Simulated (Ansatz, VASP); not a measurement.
## NaCl in VASP and in Ansatz

```
CELL_PARAMETERS angstrom
0.00000 2.84658 2.84658
2.84658 0.00000 2.84658
2.84658 2.84658 0.00000
ATOMIC_POSITIONS crystal
Na 0.00000 0.00000 0.00000
Cl 0.50000 0.50000 0.50000
```

Alike in both runs: functional PBE; k mesh 8 × 8 × 8; occupations gaussian, width 0.02 eV; no spin polarisation.

Ansatz relaxed the structure, and its values are those at the end. VASP's run is a single point on that final structure, the one shown.

|  | VASP | Ansatz |
| --- | --- | --- |
| version | VASP 6.6.1 | Ansatz 0.2.0 |
| potentials or method | VASP PAW PBE potentials, release 64 (Na_pv, Cl), cutoff 500 eV | scalar-relativistic, plane waves, PAW |
| valence electrons in the cell | 14 | 16 |

```csv
,VASP,Ansatz,Ansatz less VASP
gap on the k mesh at the Fermi level (eV),5.00,5.00,+0.001
least direct gap on the mesh (eV),5.00,5.00,+0.001
pressure (GPa),0.0,0.0,+0.05
```

The functional is the same, so the differences come from potentials, cutoffs and numerics. VASP's potentials hold 14 valence electrons a cell and Ansatz's 16, so a difference there can come from the potentials and not from the codes.
